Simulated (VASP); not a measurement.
# InP3 (R-3m) in VASP: notebook

InP3 is run at these levels: PBEsol; tasks: relaxation of shape and atoms at fixed volume.

Everything below comes from runs of VASP 6.6.1. Logs are shortened: lines on timing, memory, paths and dates and some standing lists are left out, and cuts for length are marked.

### Step 1. The cell of the first run

The structure is trigonal, space group R-3m (No. 166). Conventional cell: a = 7.546 Å, b = 7.546 Å, c = 10.109 Å, α = 90.00°, β = 90.00°, γ = 120.00°. Within 3.5 Å of In (site symmetry 3m) lie 6 P at 2.69 to 2.93 Å. Within 3.0 Å of P (site symmetry m) lie 2 P at 2.24 Å and 2 In at 2.69 to 2.93 Å.

### Step 2. Relaxation of shape and atoms at fixed volume, PBEsol (20.77 Å³/atom)

Contents of INCAR:

```
PREC = Accurate
ENCUT = 600
EDIFF = 1E-7
ISMEAR = 0
SIGMA = 0.1
LREAL = False
LASPH = True
NELM = 60
ALGO = Normal
ISIF = 4
LWAVE = False
LCHARG = False
GGA = PS
IBRION = 2
NSW = 50
EDIFFG = -0.01
```

Contents of KPOINTS:

```
Automatic mesh
0
Gamma
  6 6 6
```

Contents of POSCAR:

```
InP3
1.0
    3.7732038181      2.1784602401      3.3696986984
   -3.7732038181      2.1784602401      3.3696986984
    0.0000000000     -4.3569204802      3.3696986984
In P
2 6
Direct
    0.2719651685      0.2719651685      0.2719651685
    0.7280348315      0.7280348315      0.7280348315
    0.7963883873      0.2421541759      0.7963883873
    0.7963883873      0.7963883873      0.2421541759
    0.2421541759      0.7963883873      0.7963883873
    0.2036116127      0.7578458241      0.2036116127
    0.7578458241      0.2036116127      0.2036116127
    0.2036116127      0.2036116127      0.7578458241
```

Potentials or basis: VASP PAW PBE potentials, release 64 (In_d, P).

Command:

```console
cat potpaw_PBE.64/In_d/POTCAR potpaw_PBE.64/P/POTCAR > POTCAR
mpirun -np 1 vasp_std > vasp.out
```

OUTCAR:

```text
PREC = Accurate
   ENCUT = 600
   EDIFF = 1E-7
   ISMEAR = 0
   LREAL = False
   LASPH = True
   NELM = 60
   ISIF = 4
   GGA = PS
   IBRION = 2
   NSW = 50
   EDIFFG = -0.01

 ion  position               nearest neighbor table
   1  0.272  0.272  0.272-   6 2.69   7 2.69   8 2.69   6 2.93   7 2.93   8 2.93
   2  0.728  0.728  0.728-   3 2.69   5 2.69   4 2.69   3 2.93   5 2.93   4 2.93
   3  0.796  0.242  0.796-   8 2.24   7 2.24   2 2.69   2 2.93
   4  0.796  0.796  0.242-   6 2.24   7 2.24   2 2.69   2 2.93
   5  0.242  0.796  0.796-   8 2.24   6 2.24   2 2.69   2 2.93
   6  0.204  0.758  0.204-   4 2.24   5 2.24   1 2.69   1 2.93
   7  0.758  0.204  0.204-   4 2.24   3 2.24   1 2.69   1 2.93
   8  0.204  0.204  0.758-   3 2.24   5 2.24   1 2.69   1 2.93

  LATTYP: Found a trigonal (rhomboedric) cell.
 ALAT       =     5.5079601840
 COS(alpha) =     0.0614250871

  Lattice vectors:

 A1 = (   3.7732038181,   2.1784602401,   3.3696986984)
 A2 = (  -3.7732038181,   2.1784602401,   3.3696986984)
 A3 = (   0.0000000000,  -4.3569204802,   3.3696986984)

Analysis of symmetry for initial positions (statically):
=====================================================================
 Subroutine PRICEL returns:
 Original cell was already a primitive cell.

 Routine SETGRP: Setting up the symmetry group for a
 trigonal (rhombohedral) supercell.

 Subroutine GETGRP returns: Found 12 space group operations
 (whereof 12 operations were pure point group operations)
 out of a pool of 12 trial point group operations.

The static configuration has the point symmetry D_3d.

Analysis of symmetry for dynamics (positions and initial velocities):
=====================================================================
 Subroutine PRICEL returns:
 Original cell was already a primitive cell.

 Routine SETGRP: Setting up the symmetry group for a
 trigonal (rhombohedral) supercell.

 Subroutine GETGRP returns: Found 12 space group operations
 (whereof 12 operations were pure point group operations)
 out of a pool of 12 trial point group operations.

The dynamic configuration has the point symmetry D_3d.

 Subroutine INISYM returns: Found 12 space group operations
 (whereof 12 operations are pure point group operations),
 and found     1 'primitive' translations

----------------------------------------------------------------------------------------

                                     Primitive cell

  volume of cell :     166.1890

  direct lattice vectors                    reciprocal lattice vectors
     3.773203818  2.178460240  3.369698698     0.132513382  0.076506637  0.098920813
    -3.773203818  2.178460240  3.369698698    -0.132513382  0.076506637  0.098920813
     0.000000000 -4.356920480  3.369698698     0.000000000 -0.153013274  0.098920813

  length of vectors
     5.507960184  5.507960184  5.507960184     0.182204251  0.182204251  0.182204251

  position of ions in fractional coordinates (direct lattice)
     0.271965169  0.271965169  0.271965169
     0.728034831  0.728034831  0.728034831
     0.796388387  0.242154176  0.796388387
     0.796388387  0.796388387  0.242154176
     0.242154176  0.796388387  0.796388387
     0.203611613  0.757845824  0.203611613
     0.757845824  0.203611613  0.203611613
     0.203611613  0.203611613  0.757845824

  ion indices of the primitive-cell ions
   primitive index   ion index
                 1           1
                 2           2
                 3           3
                 4           4
                 5           5
                 6           6
                 7           7
                 8           8

----------------------------------------------------------------------------------------

 KPOINTS: Automatic mesh

Automatic generation of k-mesh.
 Grid dimensions read from file:
 generate k-points for:    6    6    6

 Generating k-lattice:

  Cartesian coordinates                     Fractional coordinates (reciprocal lattice)
     0.022085564  0.012751106  0.016486802     0.166666667 -0.000000000 -0.000000000
    -0.022085564  0.012751106  0.016486802    -0.000000000  0.166666667 -0.000000000
     0.000000000 -0.025502212  0.016486802    -0.000000000 -0.000000000  0.166666667

  Length of vectors
     0.030367375  0.030367375  0.030367375

  Shift w.r.t. Gamma in fractional coordinates (k-lattice)
     0.000000000  0.000000000  0.000000000

 Subroutine IBZKPT returns following result:
 ===========================================

 Found     32 irreducible k-points:

 Following reciprocal coordinates:
            Coordinates               Weight
  0.000000  0.000000  0.000000      1.000000
  0.166667 -0.000000 -0.000000      6.000000
  0.333333 -0.000000 -0.000000      6.000000
  0.500000 -0.000000 -0.000000      3.000000
  0.166667  0.166667 -0.000000      6.000000
  0.333333  0.166667 -0.000000     12.000000
[... 16 lines left out ...]
  0.500000  0.500000  0.166667      6.000000
 -0.333333  0.500000  0.166667     12.000000
 [... further k-points ...]
   k-points           NKPTS =     32   k-points in BZ     NKDIM =     32   number of bands    NBANDS=     33
   number of dos      NEDOS =    301   number of ions     NIONS =      8
   total plane-waves  NPLWV = 110592
   dimension x,y,z NGX =    48 NGY =   48 NGZ =   48
   dimension x,y,z NGXF=    96 NGYF=   96 NGZF=   96
   ions per type =               2   6
   NGX,Y,Z   is equivalent  to a cutoff of  14.49, 14.49, 14.49 a.u.
   NGXF,Y,Z  is equivalent  to a cutoff of  28.98, 28.98, 28.98 a.u.
 SYSTEM =  unknown system
   PREC   = accura    normal or accurate (medium, high low for compatibility)
   ISTART =      0    job   : 0-new  1-cont  2-samecut
   ICHARG =      2    charge: 1-file 2-atom 10-const
   ISPIN  =      1    spin polarized calculation?
   LNONCOLLINEAR =      F non collinear calculations
   LSORBIT =      F    spin-orbit coupling
   LASPH  =      T    aspherical Exc in radial PAW
   ENCUT  =  600.0 eV  44.10 Ry    6.64 a.u.  11.00 11.00 11.00*2*pi/ulx,y,z
   NELM   =     60;   NELMIN=  2; NELMDL= -5     # of ELM steps
   EDIFF  = 0.1E-06   stopping-criterion for ELM
   LREAL  =      F    real-space projection
   EDIFFG = -.1E-01   stopping-criterion for IOM
   NSW    =     50    number of steps for IOM
   IBRION =      2    ionic relax: 0-MD 1-quasi-New 2-CG
   NFREE  =      1    steps in history (QN), initial steepest desc. (CG)
   ISIF   =      4    stress and relaxation
   ISYM   =      2    0-nonsym 1-usesym 2-fastsym
   POTIM  = 0.5000    time-step for ionic-motion
   TEBEG  =    0.0;   TEEND  =   0.0 temperature during run
   PSTRESS=    0.0 pullay stress
   NELECT =      56.0000    total number of electrons
   NUPDOWN=      -1.0000    fix difference up-down
   EMIN   =  10.00;   EMAX   =-10.00  energy-range for DOS
   EFERMI =   0.00;   METHOD = LEGACY
   ISMEAR =     0;   SIGMA  =   0.10  broadening in eV -4-tet -1-fermi 0-gaus
   EFERMI_NEDOS =   21; number of points for ismear=-14 and -15
   IALGO  =     38    algorithm
   IMIX   =      4    mixing-type and parameters
     AMIX     =   0.40;   BMIX     =  1.00
     AMIX_MAG =   1.60;   BMIX_MAG =  1.00
  volume/ion in A,a.u.               =      20.77       140.19
  Fermi-wavevector in a.u.,A,eV,Ry     =   1.139209  2.152793 17.657604  1.297797
  Thomas-Fermi vector in A             =   2.275913
   LORBIT       =      0    0 simple, 1 ext, 2 COOP (PROOUT), +10 PAW based schemes
   GGA     = PS    functional components
   LHFCALC =     F    Hartree Fock is set to
   AEXX    =    0.0000 exact exchange contribution
   IVDW    =     0    specifies the selected vdW correction
   LEPSILON=     F    determine dielectric tensor
   LRPA    =     F    only Hartree local field effects (RPA)
 conjugate gradient relaxation of ions
 non-spin polarized calculation
 Gauss-broadening in eV      SIGMA  =   0.10
  energy-cutoff  :      600.00
  volume of cell :      166.19
 maximum number of plane-waves:      5570
 NGX is ok and might be reduce to    48
   NGX = 21   NGY = 21   NGZ = 21

--------------------------------------- Ionic step        1  -------------------------------------------

 number of electron      55.9999989 magnetization

 Free energy of the ion-electron system (eV)
  ---------------------------------------------------
  ext. energy  EPLUGINS =         0.00000000
  ---------------------------------------------------
  free energy    TOTEN  =       -41.24844135 eV

  energy without entropy =      -41.24479598  energy(sigma->0) =      -41.24661866

------------------------ aborting loop because EDIFF is reached ----------------------------------------

  FORCE on cell =-STRESS in cart. coord.  units (eV):
  Direction    XX          YY          ZZ          XY          YZ          ZX
  --------------------------------------------------------------------------------------
  -------------------------------------------------------------------------------------
  Total       -4.0450909     -4.0450909     -3.3049081      0.0000000      0.0000000      0.0000000
  in kB      -38.9974891    -38.9974891    -31.8616123      0.0000000      0.0000000      0.0000000
  external PRESSURE =     -36.6188635 kB  Pullay stress =       0.0000000 kB
[... 107 lines left out ...]
  FREE ENERGIE OF THE ION-ELECTRON SYSTEM (eV)
  ---------------------------------------------------
  free  energy   TOTEN  =       -41.2611792496 eV

  energy  without entropy=      -41.2569226318  energy(sigma->0) =      -41.25905094

[... ionic steps 4 to 7 ...]

--------------------------------------- Ionic step        8  -------------------------------------------

 number of electron      55.9999988 magnetization

------------------------ aborting loop because EDIFF is reached ----------------------------------------
[... 79 lines left out ...]
--------------------------------------- Ionic step       10  -------------------------------------------

 number of electron      55.9999985 magnetization

 Free energy of the ion-electron system (eV)
  ---------------------------------------------------
  ext. energy  EPLUGINS =         0.00000000
  ---------------------------------------------------
  free energy    TOTEN  =       -41.26243368 eV

  energy without entropy =      -41.25795751  energy(sigma->0) =      -41.26019560

 E-fermi :   6.1392     XC(G=0): -10.1096

 val. band max:        6.0367818661   @ k =  -0.3333   0.5000   0.3333
 cond. band min:       6.1555259292   @ k =   0.5000   0.5000  -0.0000
 fundamental gap:      0.1187440631
 Fermi energy:         6.1391671448

 k-point     1 :       0.0000    0.0000    0.0000
  band No.  band energies     occupation
      1      -8.2000      2.00000
      2      -8.2000      2.00000
      3      -8.0892      2.00000
      4      -8.0892      2.00000
      5      -8.0186      2.00000
      6      -8.0066      2.00000
[... 853 lines left out ...]
     32       8.9644      0.00000
     33       9.1627      0.00000

 [... further k-points ...]

------------------------ aborting loop because EDIFF is reached ----------------------------------------

  FORCE on cell =-STRESS in cart. coord.  units (eV):
  Direction    XX          YY          ZZ          XY          YZ          ZX
  --------------------------------------------------------------------------------------
  -------------------------------------------------------------------------------------
  Total       -2.9112491     -2.9112491     -2.9021618      0.0000000      0.0000000      0.0000000
  in kB      -28.0664655    -28.0664655    -27.9788575      0.0000000      0.0000000      0.0000000
  external PRESSURE =     -28.0372628 kB  Pullay stress =       0.0000000 kB
[... 23 lines left out ...]
  FREE ENERGIE OF THE ION-ELECTRON SYSTEM (eV)
  ---------------------------------------------------
  free  energy   TOTEN  =       -41.2624336786 eV

  energy  without entropy=      -41.2579575147  energy(sigma->0) =      -41.26019560

 reached required accuracy - stopping structural energy minimisation
```

Run time: 11 min. Hardware: 1 thread of Intel Xeon 6975P-C (Granite Rapids), shared host; peak memory 0.43 GiB.

What came out:

```
Free energy                  : -41.2624 eV
Energy gained by relaxing    : 1.7 meV/atom
Ionic steps                  : 10
Pressure after relaxing      : -2.8 GPa
Largest force after relaxing : 0.010 eV/Å
Band gap on the k mesh       : zero (bands 28 and 29 overlap by 0.75 eV)
```

Forces in eV/Å, atoms in the order of the input:
```
In   0.000  0.000 -0.010
In   0.000  0.000  0.010
P   -0.001  0.001 -0.001
P    0.000 -0.001 -0.001
P    0.001  0.001 -0.001
P    0.001 -0.001  0.001
P   -0.001 -0.001  0.001
P    0.000  0.001  0.001
```

The path:
| step | energy change (eV) | largest force (eV/Å) | pressure (GPa) | volume (Å³) |
| --- | --- | --- | --- | --- |
| 1 | 0.0000 | 0.2523 | -3.66 | 166.19 |
| 2 | -0.0123 | 0.0350 | -3.02 | 166.19 |
| 3 | -0.0127 | 0.0214 | -2.88 | 166.19 |
| 4 | -0.0133 | 0.0191 | -2.86 | 166.19 |
| 5 | -0.0136 | 0.0209 | -2.83 | 166.19 |
| 6 | -0.0136 | 0.0214 | -2.82 | 166.19 |
| 7 | -0.0138 | 0.0159 | -2.82 | 166.19 |
| 8 | -0.0138 | 0.0222 | -2.82 | 166.19 |
| 9 | -0.0139 | 0.0174 | -2.81 | 166.19 |
| 10 | -0.0140 | 0.0097 | -2.80 | 166.19 |

Final structure:
```
In P
1.0
     3.75784    2.16959    3.39732
    -3.75784    2.16959    3.39732
     0.00000   -4.33918    3.39732
In P
2 6
Direct
  0.27142 0.27142 0.27142
  0.72858 0.72858 0.72858
  0.79817 0.24293 0.79817
  0.79817 0.79817 0.24293
  0.24293 0.79817 0.79817
  0.20183 0.75707 0.20183
  0.75707 0.20183 0.20183
  0.20183 0.20183 0.75707
```

Caveat: semilocal functionals underestimate gaps, and a narrow one can read as zero; the PAW data sets were made with another functional, which shifts forces and pressure a little; spin-orbit coupling is left out, which moves the levels of the heavy elements.

[end of part 1 of 2]

The gap in the log of VASP goes by the Fermi energy; the results here count the filled bands.